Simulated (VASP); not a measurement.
Input of a VASP 6.6.1 run:

Contents of INCAR:

```
ALGO = Normal ; EDIFF = 1E-6
ENCUT = 520 ; GGA = PE
ISIF = 2 ; ISMEAR = 0
LASPH = T ; LCHARG = F
LREAL = F ; LWAVE = F
NBANDS = 40 ; NELM = 80
PREC = Accurate ; SIGMA = 0.1
```

File KPOINTS:

```
k-points
0
Gamma
  4 8 4
```

Contents of POSCAR:

```
RbCd2Br4
1.0
    7.6947128303      0.0000000000     -0.0443055454
    0.0000000000      4.3490447286      0.0000000000
   -2.2911592659      0.0000000000      8.2621466996
Rb Cd Br
1 2 4
Direct
    0.5000000000      0.0000000000      0.5000000000
    0.0000000000      0.0000000000      0.0000000000
    0.5000000000      0.5000000000      0.0000000000
    0.7326036520      0.5000000000      0.8011903468
    0.2920312321      0.0000000000      0.8155480725
    0.2673963480      0.5000000000      0.1988096532
    0.7079687679      0.0000000000      0.1844519275
```

Potentials or basis: VASP PAW PBE potentials, release 64 (Rb_sv, Cd, Br).

Run with:

```sh
$ cat potpaw_PBE.64/Rb_sv/POTCAR potpaw_PBE.64/Cd/POTCAR potpaw_PBE.64/Br/POTCAR > POTCAR
$ mpirun -np 1 vasp_std > vasp.out
```

Task: Predict the largest force.

Result: 0.017 eV/Å.

Task: What does it give for the pressure?

Result: 0.1 GPa.

Task: Estimate the band gap on the k mesh.

Result: Zero (an odd number of electrons rules out a gap without spin polarisation).

Forces in eV/Å, atoms in the order of the input:
```
Rb   0.000  0.000  0.000
Cd   0.000  0.000  0.000
Cd   0.000  0.000  0.000
Br   0.010  0.000 -0.013
Br  -0.001  0.000 -0.014
Br  -0.010  0.000  0.013
Br   0.001  0.000  0.014
```

Caveat: an odd number of electrons without spin polarisation forces a metal; a magnetic or distorted state may lie lower.
